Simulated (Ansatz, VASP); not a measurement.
# Two plane-wave programs on La

```
CELL_PARAMETERS angstrom
-2.08048 2.08048 2.08048
2.08048 -2.08048 2.08048
2.08048 2.08048 -2.08048
ATOMIC_POSITIONS crystal
La 0.00000 0.00000 0.00000
```

Alike in both runs: task single point; functional PBEsol; k mesh 9 × 9 × 9; occupations fermi-dirac, width 0.05 eV; no spin polarisation.

|  | VASP | Ansatz |
| --- | --- | --- |
| version | VASP 6.6.1 | Ansatz 0.2.0 |
| potentials or method | VASP PAW PBE potentials, release 64 (La) | Ansatz PAW |
| plane-wave cutoff (eV) | 520 | 420 |
| valence electrons in the cell | 11 | 11 |

|  | VASP | Ansatz | Ansatz less VASP |
| --- | --- | --- | --- |
| gap on the k mesh at the Fermi level (eV) | none | none | - |
| pressure (GPa) | -1.1 | -1.2 | -0.03 |

VASP's potentials were made for PBE, not for PBEsol. A gap of «none» marks a metal or a gap that the smearing closes.

Spin-orbit coupling is off throughout.
